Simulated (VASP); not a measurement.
A run of VASP 6.6.1:

INCAR

```
SYSTEM = ReSbN
  PREC = Accurate
  ENCUT = 520
  EDIFF = 1E-7
  ISMEAR = -1
  SIGMA = 0.05
  LREAL = .FALSE.
  LASPH = .TRUE.
  NELM = 60
  ALGO = Normal
  ISIF = 2
  LWAVE = .FALSE.
  LCHARG = .FALSE.
  GGA = PE
  NBANDS = 26
```

The input KPOINTS:

```
Automatic mesh
0
G
  7 7 3
  0 0 0
```

File POSCAR:

```
ReSbN
1.0
    3.4321230000      0.0000000000      0.0000000000
    0.0000000000      3.4321230000      0.0000000000
    0.0000000000      0.0000000000      8.5067007300
Re Sb N
2 2 2
Direct
    0.0000000000      0.5000000000      0.8732410000
    0.5000000000      0.0000000000      0.1267590000
    0.0000000000      0.5000000000      0.3334580000
    0.5000000000      0.0000000000      0.6665420000
    0.0000000000      0.0000000000      0.0000000000
    0.5000000000      0.5000000000      0.0000000000
```

Potentials or basis: VASP PAW PBE potentials, release 64 (Re, Sb, N).

The run is started by

```sh
$ cat potpaw_PBE.64/Re/POTCAR potpaw_PBE.64/Sb/POTCAR potpaw_PBE.64/N/POTCAR > POTCAR
$ mpirun -np 1 vasp_std > vasp.out
```

Hardware: 1 thread of Intel(R) Xeon(R) 6975P-C (Granite Rapids), with other jobs on the host.

Problem. Estimate the wall time of this run.

Solution. Wall time 32 s on 1 thread of Intel(R) Xeon(R) 6975P-C (Granite Rapids) (shared host), peak memory 0.24 GiB. Counts: scf iterations 16, k points 20.
